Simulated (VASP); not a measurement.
Input of a VASP 6.6.1 run:

Contents of INCAR:

```
SYSTEM = LiMo
  PREC = Accurate
  ENCUT = 600
  EDIFF = 1E-7
  ISMEAR = 0
  SIGMA = 0.1
  LREAL = .False.
  LASPH = .True.
  NELM = 100
  ALGO = Normal
  ISIF = 3
  LWAVE = .False.
  LCHARG = .False.
  GGA = PE
  IBRION = 2
  NSW = 100
  EDIFFG = -0.01
```

KPOINTS

```
regular mesh
0
Gamma
  24 24 12
  0 0 0
```

The input POSCAR:

```
LiMo
1.0
    2.6651228538      0.0000000000      0.0000000000
   -1.3325614269      2.3080640956      0.0000000000
    0.0000000000      0.0000000000      4.9838982556
Li Mo
1 1
Direct
    0.0000000000      0.0000000000      0.0000000000
    0.3333333333      0.6666666667      0.5000000000
```

Potentials or basis: VASP PAW PBE potentials, release 64 (Li_sv, Mo_sv).

Run with:

```console
$ cat potpaw_PBE.64/Li_sv/POTCAR potpaw_PBE.64/Mo_sv/POTCAR > POTCAR
$ mpirun -np 1 vasp_std > vasp.out
```

(1) Estimate the relaxed cell.

(2) Estimate the space group after relaxing (to 0.05 Å).

(3) Estimate the relaxed volume.

Answers

(1) a = 2.674 Å, b = 2.674 Å, c = 5.003 Å, α = 90.00°, β = 90.00°, γ = 120.00°.

(2) P-6m2 (No. 187).

(3) 15.49 Å³/atom.

Caveat: the cutoff is under 1.25 times the usual one of these potentials, so pressure, stress and relaxed cells hold a basis-set (Pulay) error.
